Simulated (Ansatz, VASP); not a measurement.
BN: VASP beside Ansatz

INCAR

```
PREC     = Accurate       # precision mode
ENCUT    = 520            # plane-wave cutoff, eV
EDIFF    = 1E-7           # SCF threshold, eV
ISMEAR   = 0              # smearing method
SIGMA    = 0.05           # smearing width, eV
LREAL    = False          # projectors in reciprocal space
LASPH    = True           # aspherical terms in the spheres
NELM     = 80             # most SCF steps
ALGO     = Normal         # electronic algorithm
ISIF     = 2              # what is computed and relaxed
LWAVE    = False          # write WAVECAR
LCHARG   = False          # write CHGCAR
NBANDS   = 11             # bands
```

The input KPOINTS:

```
regular mesh
0
Gamma
  12 12 12
```

Contents of POSCAR:

```
BN
1.0
   -0.0362600200      1.8130010000      1.8130010000
    1.7767409800      0.0000000000      1.7767409800
    1.8130010000      1.8130010000     -0.0362600200
B N
1 1
Direct
    0.0000000000      0.0000000000      0.0000000000
    0.7500000000      0.7500000000      0.7500000000
```

Input for Ansatz:

```yaml
crystal:
  lattice:
    - [-0.03626002, 1.813001, 1.813001]
    - [1.77674098, 0.0, 1.77674098]
    - [1.813001, 1.813001, -0.03626002]
  atoms:
    - { symbol: B, position: [0.0, 0.0, 0.0] }
    - { symbol: "N", position: [0.75, 0.75, 0.75] }
basis:
  ecutwfc: 420
kpoints:
  mp_grid: { grid: [12, 12, 12] }
hamiltonian:
  xc: lda
scf:
  occupations: { method: gaussian, width: 0.05 }
output:
  forces: true
  stress: true
  eigenvalues: true
```

Change from the starting cell: strain -0.0400 x Voigt [0, 0, 0, 0, 1, 0], atoms carried along.

Alike in both runs: task single point; functional LDA; k mesh 12 × 12 × 12; occupations gaussian, width 0.05 eV; no spin polarisation.

|  | VASP | Ansatz |
| --- | --- | --- |
| version | VASP 6.6.1 | Ansatz 0.2.0 |
| potentials or method | VASP PAW LDA potentials, release 64 (B, N), cutoff 520 eV | scalar-relativistic, plane waves, PAW |
| valence electrons in the cell | 8 | 8 |

```csv
,VASP,Ansatz,Ansatz less VASP
gap on the k mesh at the Fermi level (eV),4.16,4.17,+0.016
least direct gap on the mesh (eV),8.04,8.05,+0.013
pressure (GPa),-12.7,-13.5,-0.84
"traceless stress, the component that is largest in VASP (GPa)",17.51,17.39,-0.121
rms of the force components (eV/Å),0.026,0.021,-0.0046
```

LDA's correlation is that of Perdew and Zunger in VASP and of Perdew and Wang (1992) in Ansatz. Atom by atom the forces differ by 0.005 eV/Å (rms over components).
